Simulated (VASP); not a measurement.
# Ta2O5 (I4/mmm) in VASP: single point with LDA

Aim: the single point of Ta2O5 with LDA.

Program: VASP 6.6.1. These are calculated values, not measurements. Logs are shortened: lines on timing, memory, paths and dates and some standing lists are left out, and cuts for length are marked.

### 1 The cell of the first run

It takes space group I4/mmm (No. 139, tetragonal). The conventional cell has a = 5.204 Å, b = 5.204 Å, c = 9.540 Å, α = 90.00°, β = 90.00°, γ = 90.00°. Within 2.5 Å of Ta (site symmetry 4mm) lie 5 O at 1.87 to 1.91 Å. Within 2.5 Å of O (site symmetry 4/mmm) lie 2 Ta at 1.87 Å. Within 2.5 Å of O (site symmetry 2/m) lie 2 Ta at 1.91 Å.

### 2 Single point, LDA

The input, INCAR:

```
SYSTEM = Ta2O5
PREC = Accurate
ENCUT = 520
EDIFF = 1E-6
ISMEAR = 0
SIGMA = 0.02
LREAL = .FALSE.
LASPH = .TRUE.
NELM = 80
ALGO = Normal
ISIF = 2
LWAVE = .FALSE.
LCHARG = .FALSE.
GGA = CA
NBANDS = 35
```

The input, KPOINTS:

```
Automatic mesh
0
G
  8 8 8
  0 0 0
```

The input, POSCAR:

```
Ta2O5
1.0
   -2.6019605127      2.6019605127      4.7700875444
    2.6019605127     -2.6019605127      4.7700875444
    2.6019605127      2.6019605127     -4.7700875444
Ta O
2 5
Direct
    0.1962689917      0.1962689917      0.0000000000
    0.8037310083      0.8037310083      0.0000000000
    0.0000000000      0.0000000000      0.0000000000
    0.5000000000      0.0000000000      0.0000000000
    0.0000000000      0.5000000000      0.0000000000
    0.0000000000      0.0000000000      0.5000000000
    0.5000000000      0.5000000000      0.5000000000
```

Potentials or basis: VASP PAW LDA potentials, release 64 (Ta_pv, O).

Run with:

```sh
cat potpaw_LDA.64/Ta_pv/POTCAR potpaw_LDA.64/O/POTCAR > POTCAR
mpirun -np 1 vasp_std > vasp.out
```

OUTCAR:

```text
SYSTEM = Ta2O5
   PREC = Accurate
   ENCUT = 520
   EDIFF = 1E-6
   ISMEAR = 0
   LREAL = .FALSE.
   LASPH = .TRUE.
   NELM = 80
   ISIF = 2
   GGA = CA

 ion  position               nearest neighbor table
   1  0.196  0.196  0.000-   3 1.87   4 1.91   5 1.91   7 1.91   6 1.91
   2  0.804  0.804  0.000-   3 1.87   4 1.91   5 1.91   6 1.91   7 1.91
   3  0.000  0.000  0.000-   1 1.87   2 1.87
   4  0.500  0.000  0.000-   1 1.91   2 1.91
   5  0.000  0.500  0.000-   1 1.91   2 1.91
   6  0.000  0.000  0.500-   1 1.91   2 1.91
   7  0.500  0.500  0.500-   2 1.91   1 1.91

  LATTYP: Found a body centered tetragonal cell.
 ALAT       =     5.2039210254
 C/A-ratio  =     1.8332666930

  Lattice vectors:

 A1 = (  -2.6019605127,   2.6019605127,   4.7700875444)
 A2 = (   2.6019605127,  -2.6019605127,   4.7700875444)
 A3 = (   2.6019605127,   2.6019605127,  -4.7700875444)

Analysis of symmetry for initial positions (statically):
=====================================================================
 Subroutine PRICEL returns:
 Original cell was already a primitive cell.

 Routine SETGRP: Setting up the symmetry group for a
 body centered tetragonal supercell.

 Subroutine GETGRP returns: Found 16 space group operations
 (whereof 16 operations were pure point group operations)
 out of a pool of 16 trial point group operations.

The static configuration has the point symmetry D_4h.

Analysis of symmetry for dynamics (positions and initial velocities):
=====================================================================
 Subroutine PRICEL returns:
 Original cell was already a primitive cell.

 Routine SETGRP: Setting up the symmetry group for a
 body centered tetragonal supercell.

 Subroutine GETGRP returns: Found 16 space group operations
 (whereof 16 operations were pure point group operations)
 out of a pool of 16 trial point group operations.

The dynamic configuration has the point symmetry D_4h.

 Subroutine INISYM returns: Found 16 space group operations
 (whereof 16 operations are pure point group operations),
 and found     1 'primitive' translations

----------------------------------------------------------------------------------------

                                     Primitive cell

  volume of cell :     129.1778

  direct lattice vectors                    reciprocal lattice vectors
    -2.601960513  2.601960513  4.770087544     0.000000000  0.192162793  0.104819879
     2.601960513 -2.601960513  4.770087544     0.192162793  0.000000000  0.104819879
     2.601960513  2.601960513 -4.770087544     0.192162793  0.192162793  0.000000000

  length of vectors
     6.024461154  6.024461154  6.024461154     0.218892088  0.218892088  0.271759228

  position of ions in fractional coordinates (direct lattice)
     0.196268992  0.196268992  0.000000000
     0.803731008  0.803731008  0.000000000
     0.000000000  0.000000000  0.000000000
     0.500000000  0.000000000  0.000000000
     0.000000000  0.500000000  0.000000000
     1.000000000  1.000000000  0.500000000
     0.500000000  0.500000000  0.500000000

  ion indices of the primitive-cell ions
   primitive index   ion index
                 1           1
                 2           2
                 3           3
                 4           4
                 5           5
                 6           6
                 7           7

----------------------------------------------------------------------------------------

 KPOINTS: Automatic mesh

Automatic generation of k-mesh.
 Grid dimensions read from file:
 generate k-points for:    8    8    8

 Generating k-lattice:

  Cartesian coordinates                     Fractional coordinates (reciprocal lattice)
     0.000000000  0.024020349  0.013102485     0.125000000  0.000000000 -0.000000000
     0.024020349  0.000000000  0.013102485     0.000000000  0.125000000 -0.000000000
     0.024020349  0.024020349  0.000000000     0.000000000  0.000000000  0.125000000

  Length of vectors
     0.027361511  0.027361511  0.033969904

  Shift w.r.t. Gamma in fractional coordinates (k-lattice)
     0.000000000  0.000000000  0.000000000

 Subroutine IBZKPT returns following result:
 ===========================================

 Found     59 irreducible k-points:

 Following reciprocal coordinates:
            Coordinates               Weight
  0.000000  0.000000  0.000000      1.000000
  0.125000  0.000000  0.000000      8.000000
  0.250000  0.000000  0.000000      8.000000
  0.375000  0.000000  0.000000      8.000000
  0.500000  0.000000  0.000000      4.000000
  0.125000  0.125000  0.000000      8.000000
[... 16 lines left out ...]
  0.250000  0.125000  0.125000     16.000000
  0.375000  0.125000  0.125000      8.000000
 [... further k-points ...]
   k-points           NKPTS =     59   k-points in BZ     NKDIM =     59   number of bands    NBANDS=     35
   number of dos      NEDOS =    301   number of ions     NIONS =      7
   total plane-waves  NPLWV = 110592
   dimension x,y,z NGX =    48 NGY =   48 NGZ =   48
   dimension x,y,z NGXF=    96 NGYF=   96 NGZF=   96
   ions per type =               2   5
   NGX,Y,Z   is equivalent  to a cutoff of  13.25, 13.25, 13.25 a.u.
   NGXF,Y,Z  is equivalent  to a cutoff of  26.49, 26.49, 26.49 a.u.
 SYSTEM =  Ta2O5
   PREC   = accura    normal or accurate (medium, high low for compatibility)
   ISTART =      0    job   : 0-new  1-cont  2-samecut
   ICHARG =      2    charge: 1-file 2-atom 10-const
   ISPIN  =      1    spin polarized calculation?
   LNONCOLLINEAR =      F non collinear calculations
   LSORBIT =      F    spin-orbit coupling
   LASPH  =      T    aspherical Exc in radial PAW
   ENCUT  =  520.0 eV  38.22 Ry    6.18 a.u.  11.20 11.20 11.20*2*pi/ulx,y,z
   NELM   =     80;   NELMIN=  2; NELMDL= -5     # of ELM steps
   EDIFF  = 0.1E-05   stopping-criterion for ELM
   LREAL  =      F    real-space projection
   EDIFFG = 0.1E-04   stopping-criterion for IOM
   NSW    =      0    number of steps for IOM
   IBRION =     -1    ionic relax: 0-MD 1-quasi-New 2-CG
   NFREE  =      0    steps in history (QN), initial steepest desc. (CG)
   ISIF   =      2    stress and relaxation
   ISYM   =      2    0-nonsym 1-usesym 2-fastsym
   POTIM  = 0.5000    time-step for ionic-motion
   TEBEG  =    0.0;   TEEND  =   0.0 temperature during run
   PSTRESS=    0.0 pullay stress
   NELECT =      52.0000    total number of electrons
   NUPDOWN=      -1.0000    fix difference up-down
   EMIN   =  10.00;   EMAX   =-10.00  energy-range for DOS
   EFERMI =   0.00;   METHOD = LEGACY
   ISMEAR =     0;   SIGMA  =   0.02  broadening in eV -4-tet -1-fermi 0-gaus
   EFERMI_NEDOS =   21; number of points for ismear=-14 and -15
   IALGO  =     38    algorithm
   IMIX   =      4    mixing-type and parameters
     AMIX     =   0.40;   BMIX     =  1.00
     AMIX_MAG =   1.60;   BMIX_MAG =  1.00
  volume/ion in A,a.u.               =      18.45       124.53
  Fermi-wavevector in a.u.,A,eV,Ry     =   1.208778  2.284260 19.880088  1.461145
  Thomas-Fermi vector in A             =   2.344376
   LORBIT       =      0    0 simple, 1 ext, 2 COOP (PROOUT), +10 PAW based schemes
   GGA     = CA    functional components
   LHFCALC =     F    Hartree Fock is set to
   AEXX    =    0.0000 exact exchange contribution
   IVDW    =     0    specifies the selected vdW correction
   LEPSILON=     F    determine dielectric tensor
   LRPA    =     F    only Hartree local field effects (RPA)
 non-spin polarized calculation
 Gauss-broadening in eV      SIGMA  =   0.02
  energy-cutoff  :      520.00
  volume of cell :      129.18
 maximum number of plane-waves:      3510
 NGX is ok and might be reduce to    48
   NGX = 23   NGY = 23   NGZ = 23

 number of electron      52.0000006 magnetization

 Free energy of the ion-electron system (eV)
  ---------------------------------------------------
  ext. energy  EPLUGINS =         0.00000000
  ---------------------------------------------------
  free energy    TOTEN  =       -72.87245257 eV

  energy without entropy =      -72.87245257  energy(sigma->0) =      -72.87245257

 E-fermi :   0.0048     XC(G=0):  -8.6931

 val. band max:       -0.1948765409   @ k =   0.0000   0.0000   0.0000
 cond. band min:       1.3366899806   @ k =   0.0000   0.0000   0.0000
 fundamental gap:      1.5315665215
 Fermi energy:         0.0048443940

 k-point     1 :       0.0000    0.0000    0.0000
  band No.  band energies     occupation
      1     -35.2499      2.00000
      2     -35.1307      2.00000
      3     -35.0168      2.00000
      4     -35.0168      2.00000
      5     -34.8914      2.00000
      6     -34.8914      2.00000
[... 27 lines left out ...]
     34       6.5467      0.00000
     35       6.5469      0.00000

 k-point     2 :       0.1250    0.0000    0.0000
  band No.  band energies     occupation
      1     -35.2495      2.00000
      2     -35.1324      2.00000
      3     -35.0121      2.00000
      4     -35.0113      2.00000
      5     -34.8962      2.00000
      6     -34.8960      2.00000
[... 27 lines left out ...]
     34       6.3746      0.00000
     35       6.6158      0.00000

 k-point     3 :       0.2500    0.0000    0.0000
  band No.  band energies     occupation
      1     -35.2486      2.00000
      2     -35.1359      2.00000
      3     -34.9987      2.00000
      4     -34.9965      2.00000
      5     -34.9099      2.00000
      6     -34.9092      2.00000
[... 27 lines left out ...]
     34       5.9310      0.00000
     35       6.4704      0.00000
[... 723 lines left out ...]
 k-point    23 :       0.2500    0.1250    0.1250
  band No.  band energies     occupation
      1     -35.2467      2.00000
      2     -35.1375      2.00000
      3     -35.0178      2.00000
      4     -34.9837      2.00000
      5     -34.9235      2.00000
      6     -34.8908      2.00000
[... 27 lines left out ...]
     34       5.9857      0.00000
     35       6.0643      0.00000

 k-point    24 :       0.3750    0.1250    0.1250
  band No.  band energies     occupation
      1     -35.2462      2.00000
      2     -35.1382      2.00000
      3     -35.0049      2.00000
      4     -35.0041      2.00000
      5     -34.9036      2.00000
      6     -34.9033      2.00000
[... 27 lines left out ...]
     34       5.5268      0.00000
     35       6.1676      0.00000

 [... further k-points ...]
[... 5 lines left out ...]
  --------------------------------------------------------------------------------------
  -------------------------------------------------------------------------------------
  Total        1.1046445      1.1046445      0.7387679      0.0000000     -0.0000000      0.0000000
  in kB       13.7007828     13.7007828      9.1628563      0.0000000     -0.0000000      0.0000000
  external PRESSURE =      12.1881407 kB  Pullay stress =       0.0000000 kB

 VOLUME and BASIS-vectors are now :
 -----------------------------------------------------------------------------
  energy-cutoff  :      520.00
  volume of cell :      129.18
      direct lattice vectors                 reciprocal lattice vectors
    -2.601960513  2.601960513  4.770087544     0.000000000  0.192162793  0.104819879
     2.601960513 -2.601960513  4.770087544     0.192162793  0.000000000  0.104819879
     2.601960513  2.601960513 -4.770087544     0.192162793  0.192162793  0.000000000

 POSITION                                       TOTAL-FORCE (eV/Angst)
 -----------------------------------------------------------------------------------
      0.00000      0.00000      1.87244         0.000000      0.000000      0.001280
      0.00000      0.00000      7.66773         0.000000      0.000000     -0.001280
      0.00000      0.00000      0.00000        -0.000000     -0.000000     -0.000000
     -1.30098      1.30098      2.38504        -0.000000     -0.000000     -0.000000
      1.30098     -1.30098      2.38504        -0.000000     -0.000000     -0.000000
      1.30098      1.30098     -2.38504        -0.000000     -0.000000     -0.000000
      1.30098      1.30098      2.38504        -0.000000     -0.000000     -0.000000
 -----------------------------------------------------------------------------------
    total drift:                                0.000000      0.000000     -0.000000

  FREE ENERGIE OF THE ION-ELECTRON SYSTEM (eV)
  ---------------------------------------------------
  free  energy   TOTEN  =       -72.8724525743 eV

  energy  without entropy=      -72.8724525743  energy(sigma->0) =      -72.87245257
```

Wall time 4.8 min (1 thread of AMD EPYC 7R13 (Zen 3), shared host); peak memory 0.35 GiB.

What came out:

- Free energy: -72.8725 eV
- Pressure: 1.2 GPa
- Band gap on the k mesh: 1.53 eV

Caveat: spin-orbit coupling is left out, which moves the levels of the heavy elements. A k mesh can miss the band edges.
